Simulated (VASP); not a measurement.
RbBr2:

```
Rb Br
1.0
     3.80248    0.00000    0.00000
     0.00000    3.80248    0.00000
     0.00000    0.00000    4.79536
Rb Br
1 2
Direct
  0.00000 0.00000 0.50000
  0.00000 0.50000 0.00000
  0.50000 0.00000 0.00000
```

| Quantity | Value |
| --- | --- |
| Program | VASP 6.6.1 |
| Task | relaxation of cell and atoms |
| Functional | PBE |
| Potentials or basis | VASP PAW PBE potentials, release 64 (Rb_sv, Br) |
| Cutoff | 600 eV |
| k mesh | 4 × 4 × 4 |
| Occupations | gaussian, width 0.1 eV |
| Spin | no spin polarisation |

At the start: pressure 31.9 GPa; volume 23.11 Å³/atom.

Problem. How do energy, volume and symmetry change on relaxing?

Solution. Over 9 steps the energy falls by 1079.0 meV/atom and the volume is 39.86 Å³/atom (+72.5 %); space group P4/mmm (No. 123, to 0.1 Å) before and after.

Step by step:
| step | energy change (eV) | largest force (eV/Å) | pressure (GPa) | volume (Å³) |
| --- | --- | --- | --- | --- |
| 1 | 0.0000 | 0.0000 | 31.85 | 69.34 |
| 2 | -3.2032 | 0.0000 | -0.56 | 125.77 |
| 3 | -3.1961 | 0.0000 | 0.45 | 116.28 |
| 4 | -3.2078 | 0.0000 | -0.27 | 122.50 |
| 5 | -3.2078 | 0.0000 | -0.14 | 121.24 |
| 6 | -3.2218 | 0.0000 | -0.04 | 120.33 |
| 7 | -3.2347 | 0.0000 | 0.20 | 118.55 |
| 8 | -3.2351 | 0.0000 | 0.25 | 118.14 |
| 9 | -3.2369 | 0.0000 | 0.11 | 119.58 |

Final structure:
```yaml
crystal:
  lattice:
    - [4.85390, 0.00000, 0.00000]
    - [0.00000, 4.85390, 0.00000]
    - [0.00000, 0.00000, 5.07563]
  atoms:
    - { symbol: Rb, position: [0.00000, 0.00000, 0.50000] }
    - { symbol: Br, position: [0.00000, 0.50000, 0.00000] }
    - { symbol: Br, position: [0.50000, 0.00000, 0.00000] }
```

Caveat: the k points lie up to 0.32 Å⁻¹ apart in the final cell, too coarse for converged energies and pressures of a metal; the volume moved by over 15 % at a fixed basis, so the end points are rough; an odd number of electrons without spin polarisation forces a metal; a magnetic or distorted state may lie lower.
